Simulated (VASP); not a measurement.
# NiO (Fm-3m) in VASP: notebook

Runs on NiO. Level: PBE+U. Tasks: relaxation of cell and atoms.

All numbers are computed with VASP 6.6.1; they aren't measurements. Logs are shortened: lines on timing, memory, paths and dates and some standing lists are left out, and cuts for length are marked.

## 1. The cell of the first run

Symmetry: Fm-3m, No. 225, cubic system. The conventional cell has a = 4.183 Å, b = 4.183 Å, c = 4.183 Å, α = 90.00°, β = 90.00°, γ = 90.00°. Ni (site symmetry m-3m) has 6 O at 2.09 Å within 2.8 Å. O (site symmetry m-3m) has 6 Ni at 2.09 Å within 2.8 Å.

## 2. Relaxation of cell and atoms, PBE+U, collinear spin, ferromagnetic start

Contents of INCAR:

```
SYSTEM = NiO
PREC     = Accurate       ! precision mode
ENCUT    = 600            ! plane-wave cutoff, eV
EDIFF    = 1E-6           ! SCF threshold, eV
ISMEAR   = 0              ! smearing method
SIGMA    = 0.1            ! smearing width, eV
LREAL    = .FALSE.        ! projectors in reciprocal space
LASPH    = .TRUE.         ! aspherical terms in the spheres
NELM     = 150            ! most SCF steps
ALGO     = Normal         ! electronic algorithm
ISIF     = 3              ! what is computed and relaxed
LWAVE    = .FALSE.        ! write WAVECAR
LCHARG   = .FALSE.        ! write CHGCAR
ISPIN    = 2              ! spin polarisation
MAGMOM   = 1.89 0.22      ! initial moments
LORBIT   = 11             ! projections on sites
LMAXMIX  = 4              ! l up to which the mixer works
LDAU     = .TRUE.         ! DFT+U
LDAUTYPE = 2            
LDAUL    = 2 -1           ! shell
LDAUU    = 6.2 0          ! U, eV
LDAUJ    = 0 0          
LDAUPRINT= 1            
GGA      = PE             ! functional
IBRION   = 2              ! ionic algorithm
NSW      = 100            ! ionic steps
EDIFFG   = -0.05          ! ionic threshold
```

Contents of KPOINTS:

```
Automatic mesh
0
G
  8 8 8
  0 0 0
```

Contents of POSCAR:

```
NiO
1.0
    0.0000000000      2.0913100000      2.0913100000
    2.0913100000      0.0000000000      2.0913100000
    2.0913100000      2.0913100000      0.0000000000
Ni O
1 1
Direct
    0.0000000000      0.0000000000      0.0000000000
    0.5000000000      0.5000000000      0.5000000000
```

Potentials or basis: VASP PAW PBE potentials, release 64 (Ni, O).

Launch:

```console
cat potpaw_PBE.64/Ni/POTCAR potpaw_PBE.64/O/POTCAR > POTCAR
mpirun -np 1 vasp_std > vasp.out
```

OUTCAR:

```text
SYSTEM = NiO
   PREC = Accurate
   ENCUT = 600
   EDIFF = 1E-6
   ISMEAR = 0
   LREAL = .FALSE.
   LASPH = .TRUE.
   NELM = 150
   ISIF = 3
   ISPIN = 2
   LORBIT = 11
   GGA = PE
   IBRION = 2
   NSW = 100
   EDIFFG = -0.05

 ion  position               nearest neighbor table
   1  0.000  0.000  0.000-   2 2.09   2 2.09   2 2.09   2 2.09   2 2.09   2 2.09
   2  0.500  0.500  0.500-   1 2.09   1 2.09   1 2.09   1 2.09   1 2.09   1 2.09

  LATTYP: Found a face centered cubic cell.
 ALAT       =     4.1826200000

  Lattice vectors:

 A1 = (   0.0000000000,   2.0913100000,   2.0913100000)
 A2 = (   2.0913100000,   0.0000000000,   2.0913100000)
 A3 = (   2.0913100000,   2.0913100000,   0.0000000000)

Analysis of symmetry for initial positions (statically):
[... 25 lines left out ...]
The dynamic configuration has the point symmetry O_h .

Analysis of structural, dynamic, and magnetic symmetry:
=====================================================================
 Subroutine PRICEL returns:
[... 7 lines left out ...]
 out of a pool of 48 trial point group operations.

The overall configuration has the point symmetry O_h .

 Subroutine INISYM returns: Found 48 space group operations
[... 5 lines left out ...]
                                     Primitive cell

  volume of cell :      18.2930

  direct lattice vectors                    reciprocal lattice vectors
     0.000000000  2.091310000  2.091310000    -0.239084593  0.239084593  0.239084593
     2.091310000  0.000000000  2.091310000     0.239084593 -0.239084593  0.239084593
     2.091310000  2.091310000  0.000000000     0.239084593  0.239084593 -0.239084593

  length of vectors
     2.957558965  2.957558965  2.957558965     0.414106662  0.414106662  0.414106662

  position of ions in fractional coordinates (direct lattice)
[... 8 lines left out ...]
----------------------------------------------------------------------------------------

 KPOINTS: Automatic mesh

Automatic generation of k-mesh.
 Grid dimensions read from file:
 generate k-points for:    8    8    8

 Generating k-lattice:

  Cartesian coordinates                     Fractional coordinates (reciprocal lattice)
    -0.029885574  0.029885574  0.029885574     0.125000000  0.000000000  0.000000000
     0.029885574 -0.029885574  0.029885574     0.000000000  0.125000000  0.000000000
     0.029885574  0.029885574 -0.029885574     0.000000000  0.000000000  0.125000000

[... 171 lines left out ...]
  o =  0.9832  v =  0.0000 -0.9794 -0.0000  0.2017  0.0000  0.0000  0.0000  0.0000  0.0000  0.0000      0.0000  0.0000  0.0000  0.0000  0.0000  0.0000  0.0000  0.0000  0.0000  0.0000
  o =  0.9832  v =  1.0000  0.0000  0.0000  0.0000  0.0000  0.0000  0.0000  0.0000  0.0000  0.0000      0.0000  0.0000  0.0000  0.0000  0.0000  0.0000  0.0000  0.0000  0.0000  0.0000
  o =  1.0351  v =  0.0000 -0.0000  0.0038  0.0000 -1.0000  0.0000  0.0000  0.0000  0.0000  0.0000      0.0000  0.0000  0.0000  0.0000  0.0000  0.0000  0.0000  0.0000  0.0000  0.0000
  o =  1.0351  v =  0.0000 -0.0000  1.0000 -0.0000  0.0038  0.0000  0.0000  0.0000  0.0000  0.0000      0.0000  0.0000  0.0000  0.0000  0.0000  0.0000  0.0000  0.0000  0.0000  0.0000

--------------------------------------- Ionic step        2  -------------------------------------------

 number of electron      16.0000011 magnetization       2.0000001

 Free energy of the ion-electron system (eV)
  ---------------------------------------------------
  ext. energy  EPLUGINS =         0.00000000
  ---------------------------------------------------
  free energy    TOTEN  =       -10.16727116 eV

  energy without entropy =      -10.16727116  energy(sigma->0) =      -10.16727116

 E-fermi :   7.0591     XC(G=0): -12.5417

 val. band max:        6.5596818191   @ k =   0.5000   0.0000   0.0000
 cond. band min:       9.1139575821   @ k =   0.0000   0.0000   0.0000
 fundamental gap:      2.5542757630
 Fermi energy:         7.0591377367

 spin component 1

 k-point     1 :       0.0000    0.0000    0.0000
  band No.  band energies     occupation
      1     -12.1482      1.00000
      2       0.4538      1.00000
      3       0.4538      1.00000
      4       1.5694      1.00000
      5       1.5695      1.00000
      6       1.5695      1.00000
      7       5.2090      1.00000
      8       5.2090      1.00000
      9       5.2090      1.00000
     10       9.1960      0.00000
     11      24.3743      0.00000
     12      24.3744      0.00000
[... 745 lines left out ...]
      2       0.2121      1.00000
      3       1.9797      1.00000
      4       2.9046      1.00000
      5       4.0606      1.00000
      6       4.3417      1.00000
      7       4.3786      1.00000
      8      10.3683      0.00000
      9      10.9588      0.00000
     10      15.7295      0.00000
     11      17.3897      0.00000
     12      19.2728      0.00000
     13      22.5069      0.00000

 [... further k-points ...]
[... 5 lines left out ...]
  --------------------------------------------------------------------------------------
  -------------------------------------------------------------------------------------
  Total       -0.0861135     -0.0861135     -0.0861135     -0.0000000      0.0000000      0.0000000
  in kB       -7.4411529     -7.4411529     -7.4411529     -0.0000000      0.0000000      0.0000000
  external PRESSURE =      -7.4411529 kB  Pullay stress =       0.0000000 kB

 VOLUME and BASIS-vectors are now :
 -----------------------------------------------------------------------------
  energy-cutoff  :      600.00
  volume of cell :       18.54
      direct lattice vectors                 reciprocal lattice vectors
    -0.000000000  2.100731219  2.100731219    -0.238012362  0.238012362  0.238012362
     2.100731219  0.000000000  2.100731219     0.238012362 -0.238012362  0.238012362
     2.100731219  2.100731219  0.000000000     0.238012362  0.238012362 -0.238012362

 POSITION                                       TOTAL-FORCE (eV/Angst)
 -----------------------------------------------------------------------------------
      2.10073      4.20146      2.10073         0.000000      0.000000      0.000000
      2.10073      2.10073      2.10073        -0.000000     -0.000000     -0.000000
 -----------------------------------------------------------------------------------
    total drift:                               -0.000000     -0.000000      0.000000

  FREE ENERGIE OF THE ION-ELECTRON SYSTEM (eV)
  ---------------------------------------------------
  free  energy   TOTEN  =       -10.1672711607 eV

  energy  without entropy=      -10.1672711607  energy(sigma->0) =      -10.16727116

 reached required accuracy - stopping structural energy minimisation

 total charge

# of ion       s       p       d       tot
------------------------------------------
    1        0.339   0.412   8.210   8.961
    2        1.544   3.476   0.000   5.020
--------------------------------------------------
tot          1.883   3.888   8.210  13.981

 magnetization (x)

# of ion       s       p       d       tot
------------------------------------------
    1        0.012   0.013   1.800   1.825
    2        0.017   0.152   0.000   0.169
--------------------------------------------------
tot          0.029   0.165   1.800   1.993
```

OSZICAR:

```text
N       E                     dE             d eps       ncg     rms          rms(c)
DAV:   1     0.983339626279E+02    0.98334E+02   -0.86694E+03  1556   0.174E+03
DAV:   2    -0.311840315572E+01   -0.10145E+03   -0.90355E+02  1623   0.311E+02
[... 18 lines left out ...]
DAV:   4    -0.101674504404E+02    0.19917E-03   -0.18665E-04  1531   0.212E-01    0.183E-01
DAV:   5    -0.101672668818E+02    0.18356E-03   -0.10967E-04  1894   0.178E-01    0.346E-02
DAV:   6    -0.101672678230E+02   -0.94120E-06   -0.27745E-05  1703   0.767E-02    0.136E-02
DAV:   7    -0.101672695297E+02   -0.17067E-05   -0.21348E-06  1289   0.267E-02    0.809E-03
DAV:   8    -0.101672710647E+02   -0.15350E-05   -0.79675E-07   794   0.184E-02    0.240E-03
DAV:   9    -0.101672711607E+02   -0.95980E-07   -0.51618E-07   754   0.107E-02
   2 F= -.10167271E+02 E0= -.10167271E+02  d E =-.704365E-03  mag=     2.0000
```

Run time: 20 s. Hardware: 1 thread of Intel Xeon Platinum 8488C (Sapphire Rapids), shared host; peak memory 0.15 GiB.

Results:

```
Free energy                                           : -10.1673 eV
Relaxed volume                                        : 9.27 Å³/atom
Relaxed cell                                          : a = 2.971 Å, b = 2.971 Å, c = 2.971 Å, α = 60.00°, β = 60.00°, γ = 60.00°
Space group after relaxing (to 0.05 Å)                : Fm-3m (No. 225)
Energy gained by relaxing                             : 0.4 meV/atom
Ionic steps                                           : 2
Pressure after relaxing                               : -0.7 GPa
Band gap on the k mesh                                : 2.55 eV, indirect (least direct gap 3.37 eV)
Net moment                                            : 2.00 μB per cell
Site moments                                          : Ni +1.82; O +0.17 μB
Valence electrons inside the program's atomic spheres : Ni 8.96; O 5.02
```

The path:
```tsv
step	energy change (eV)	largest force (eV/Å)	pressure (GPa)	volume (Å³)
1	0.0000	0.0000	1.64	18.29
2	-0.0007	0.0000	-0.74	18.54
```

Final structure:
```
Ni O
1.0
     0.00000    2.10073    2.10073
     2.10073    0.00000    2.10073
     2.10073    2.10073    0.00000
Ni O
1 1
Direct
  0.00000 0.00000 0.00000
  0.50000 0.50000 0.50000
```

Eigenvalues of the final occupation matrices:
```
    site  spin  trace               eigenvalues
site 1 d     1   5.02  0.98 0.98 0.98 1.04 1.04
site 1 d     2   3.22  0.14 0.14 0.98 0.98 0.98
```

Caveat: a cell with one magnetic atom can't hold antiferromagnetic order, which such compounds often take. Zero-point motion and thermal expansion aren't in these numbers.

## 3. Relaxation of cell and atoms, PBE+U, collinear spin, ferromagnetic start

This run uses another cell than the first one, of 9.71 Å³/atom, 1.062 times its volume.

Contents of INCAR:

```
SYSTEM = NiO
PREC = Accurate
ENCUT = 600
EDIFF = 1E-6
ISMEAR = 0
SIGMA = 0.02
LREAL = .FALSE.
LASPH = .TRUE.
NELM = 150
ALGO = Normal
ISIF = 3
LWAVE = .FALSE.
LCHARG = .FALSE.
ISPIN = 2
MAGMOM = 1.91 0.21
LORBIT = 11
LMAXMIX = 4
LDAU = .TRUE.
LDAUTYPE = 2
LDAUL = 2 -1
LDAUU = 6.2 0
LDAUJ = 0 0
LDAUPRINT = 1
GGA = PE
IBRION = 2
NSW = 100
EDIFFG = -0.005
```

Contents of KPOINTS:

```
regular mesh
0
G
  12 12 12
  0 0 0
```

Contents of POSCAR:

```
NiO
1.0
    0.0000000000      2.1335499700      2.1335499700
    2.1335499700      0.0000000000      2.1335499700
    2.1335499700      2.1335499700      0.0000000000
Ni O
1 1
Direct
    0.0000000000      0.0000000000      0.0000000000
    0.5000000000      0.5000000000      0.5000000000
```

Potentials or basis: VASP PAW PBE potentials, release 64 (Ni, O).

Launch:

```console
cat potpaw_PBE.64/Ni/POTCAR potpaw_PBE.64/O/POTCAR > POTCAR
mpirun -np 1 vasp_std > vasp.out
```

Run time: 50 s. Hardware: 1 thread of Intel Xeon Platinum 8488C (Sapphire Rapids), shared host; peak memory 0.18 GiB.

It converged, with:

- Free energy: -10.1708 eV
- Relaxed volume: 9.23 Å³/atom
- Relaxed cell: a = 2.966 Å, b = 2.966 Å, c = 2.966 Å, α = 60.00°, β = 60.00°, γ = 60.00°
- Space group after relaxing (to 0.05 Å): Fm-3m (No. 225)
- Energy gained by relaxing: 13.2 meV/atom
- Ionic steps: 3
- Pressure after relaxing: 0.0 GPa
- Band gap on the k mesh: 2.55 eV, indirect (least direct gap 3.19 eV)
- Net moment: 2.00 μB per cell
- Site moments: Ni +1.82; O +0.17 μB
- Valence electrons inside the program's atomic spheres: Ni 8.97; O 5.02

Step by step:
```csv
step,energy change (eV),largest force (eV/Å),pressure (GPa),volume (Å³)
1,0.0000,0.0000,-8.41,19.42
2,-0.0205,0.0000,4.50,18.03
3,-0.0264,0.0000,0.00,18.46
```

Final structure:
```
Ni O
1.0
     0.00000    2.09757    2.09757
     2.09757    0.00000    2.09757
     2.09757    2.09757    0.00000
Ni O
1 1
Direct
  0.00000 0.00000 0.00000
  0.50000 0.50000 0.50000
```

Levels at points of the mesh, in eV from the valence-band top:
Spin up:
```
           k point  band 7  band 8  band 9  band 10  band 11  band 12
(0.00, 0.00, 0.00)   -1.37   -1.37   -1.37     2.66    17.84    17.84
(0.50, 0.00, 0.00)   -3.10    0.00    0.00     6.72    11.03    14.93
(0.50, 0.50, 0.00)   -4.19   -2.72   -2.72     6.98    11.49    11.86
```
Spin down:
```
           k point  band 4  band 5  band 6  band 7  band 8  band 9  band 10  band 11
(0.00, 0.00, 0.00)   -4.00   -1.03   -1.03   -1.03    2.55    2.55     3.01    18.10
(0.50, 0.00, 0.00)   -4.02   -2.21   -1.95   -1.95    4.85    4.85     6.90    11.48
(0.50, 0.50, 0.00)   -3.11   -3.11   -2.40   -2.40    2.99    3.42     7.62    11.77
```

Eigenvalues of the final occupation matrices:
```tsv
site	spin	trace	eigenvalues
site 1 d	1	5.02	0.98 0.98 0.98 1.04 1.04
site 1 d	2	3.22	0.14 0.14 0.98 0.98 0.98
```

Caveat: a cell with one magnetic atom can't hold antiferromagnetic order, which such compounds often take. A k mesh can miss the band edges.
